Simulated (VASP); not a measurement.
Set up this calculation in VASP 6.6.1, as the native input.

```
Task                   : single point
Functional             : PBEsol
Potentials or basis    : VASP PAW PBE potentials, release 64 (Se)
Cutoff                 : 520 eV
k mesh                 : 6 × 6 × 5
Occupations            : fermi-dirac, width 0.03 eV
Spin                   : no spin polarisation
Dipole correction      : no
Further INCAR settings : ALGO = Normal; EDIFF = 1e-06; NBANDS = 16
```

The structure of Se lies in POSCAR:

```
Se
1.0
    4.4098619484      0.0000000000      0.0000000000
   -2.2049309742      3.8190524745      0.0000000000
    0.0000000000      0.0000000000      4.9536000000
Se
3
Direct
    0.2254000000      0.0000000000      0.3333333333
    0.0000000000      0.2254000000      0.6666666667
    0.7746000000      0.7746000000      0.0000000000
```

This cell differs from its parent crystal: equal xx and yy strain of +1 %.

These files were run (other wordings do the same):

INCAR

```
ALGO     = Normal         # electronic algorithm
EDIFF    = 1E-6           # SCF threshold, eV
ENCUT    = 520            # plane-wave cutoff, eV
GGA      = PS             # functional
ISIF     = 2              # what is computed and relaxed
ISMEAR   = -1             # smearing method
LASPH    = True           # aspherical terms in the spheres
LCHARG   = False          # write CHGCAR
LREAL    = False          # projectors in reciprocal space
LWAVE    = False          # write WAVECAR
NBANDS   = 16             # bands
NELM     = 100            # most SCF steps
PREC     = Accurate       # precision mode
SIGMA    = 0.03           # smearing width, eV
```

KPOINTS

```
k-points
0
Gamma
  6 6 5
```

Potentials or basis: VASP PAW PBE potentials, release 64 (Se).

The run is started by

```console
$ cat potpaw_PBE.64/Se/POTCAR > POTCAR
$ mpirun -np 1 vasp_std > vasp.out
```

It gave:

- Pressure: -0.5 GPa
- Largest force: 0.137 eV/Å
- Band gap on the k mesh: 1.23 eV, indirect (least direct gap 1.50 eV)

Caveat: the cell differs from its parent crystal (equal xx and yy strain of +1 %); the PAW data sets were made with another functional, which shifts forces and pressure a little.

It took 30 s on 1 thread of AMD EPYC 7R43 64-Core Processor (Zen 3), on a shared host, peak memory 0.17 GiB.
